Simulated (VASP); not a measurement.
A run of VASP 6.6.1 is set up as follows.

INCAR

```
ALGO = Normal ; EDIFF = 1E-6
ENCUT = 520 ; GGA = PE
ISIF = 2 ; ISMEAR = 0
IVDW = 12 ; LASPH = True
LCHARG = False ; LREAL = False
LWAVE = False ; NBANDS = 11
NELM = 80 ; PREC = Accurate
SIGMA = 0.1
```

The input KPOINTS:

```
k-points
0
Gamma
  14 14 12
```

Contents of POSCAR:

```
H2Se
1.0
    3.3837109671      0.0000000000      0.0000000000
    0.0000000000      3.3837109671      0.0000000000
    0.0000000000      0.0000000000      4.1011799648
H Se
2 1
Direct
    0.0000000000      0.5000000000      0.6985283668
    0.5000000000      0.0000000000      0.6985283668
    0.5000000000      0.5000000000      0.8196031463
```

Potentials or basis: VASP PAW PBE potentials, release 64 (H, Se).

The run is started by

```bash
$ cat potpaw_PBE.64/H/POTCAR potpaw_PBE.64/Se/POTCAR > POTCAR
$ mpirun -np 1 vasp_std > vasp.out
```

(1) Predict the pressure.

(2) Predict the band gap on the k mesh.

## Answers

(1) 0.0 GPa.

(2) zero (band 4 reaches 0.29 eV, above the bottom of band 5 at -0.40 eV).
